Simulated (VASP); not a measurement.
Write the native input for VASP 6.6.1 that does the following.

```yaml
Task: single point
Functional: PBE
Potentials_or_basis: VASP PAW PBE potentials, release 64 (Ta_pv)
Cutoff: 520 eV
k_mesh: 16 × 16 × 16
Occupations: fermi-dirac, width 0.08 eV
Spin: no spin polarisation
Dipole_correction: no
Further_INCAR_settings: ALGO = Normal; EDIFF = 1e-07; NBANDS = 18
```

The structure of Ta lies in POSCAR:

```
Ta
1.0
   -2.4414924269      2.4414924269      1.3205565187
    2.4414924269     -2.4414924269      1.3205565187
    2.4414924269      2.4414924269     -1.3205565187
Ta
2
Direct
   -0.3750000000     -0.1250000000     -0.2500000000
    0.3750000000      0.1250000000      0.2500000000
```

One way to write it, as run:

INCAR

```
SYSTEM = Ta
ALGO = Normal
EDIFF = 1E-7
ENCUT = 520
GGA = PE
ISIF = 2
ISMEAR = -1
LASPH = .TRUE.
LCHARG = .FALSE.
LREAL = .FALSE.
LWAVE = .FALSE.
NBANDS = 18
NELM = 100
PREC = Accurate
SIGMA = 0.08
```

KPOINTS

```
k-points
0
G
  16 16 16
  0 0 0
```

Potentials or basis: VASP PAW PBE potentials, release 64 (Ta_pv).

The run is started by

```bash
$ cat potpaw_PBE.64/Ta_pv/POTCAR > POTCAR
$ mpirun -np 1 vasp_std > vasp.out
```

It gave:

The pressure is 54.8 GPa and the band gap on the k mesh is zero (bands 11 and 12 overlap by 1.90 eV).

Caveat: the cell stands under pressure; spin-orbit coupling is left out, which moves the levels of the heavy elements.

Wall time 5 min on 1 thread of Intel Xeon 8259CL (shared host), peak memory 0.29 GiB.
